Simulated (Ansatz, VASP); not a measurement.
# Two plane-wave programs on Ti

```
Ti
1.0
     4.51529    0.16932    0.00000
    -2.11101    3.82569    0.00000
     0.00000    0.00000    2.79879
Ti
3
Direct
  0.00000 0.00000 0.00000
  0.33333 0.66667 0.50000
  0.66667 0.33333 0.50000
```

Change from the starting cell: strain +0.0750 x Voigt [0, 0, 0, 0, 0, 1], atoms carried along.

Alike in both runs: task single point; functional PBEsol; k mesh 12 × 12 × 18; occupations gaussian, width 0.15 eV; no spin polarisation.

|  | VASP | Ansatz |
| --- | --- | --- |
| version | VASP 6.6.1 | Ansatz 0.2.0 |
| potentials or method | VASP PAW PBE potentials, release 64 (Ti_sv), cutoff 500 eV | scalar-relativistic, plane waves, PAW |
| valence electrons in the cell | 36 | 36 |

```csv
,VASP,Ansatz,Ansatz less VASP
gap on the k mesh at the Fermi level (eV),none,none,-
pressure (GPa),0.0,0.2,+0.28
"traceless stress, the component that is largest in VASP (GPa)",-4.20,-4.22,-0.018
rms of the force components (eV/Å),0.034,0.036,+0.0021
```

VASP's potentials were made for PBE, not for PBEsol. Atom by atom the forces differ by 0.003 eV/Å (rms over components). A gap of «none» marks a metal or a gap that the smearing closes.
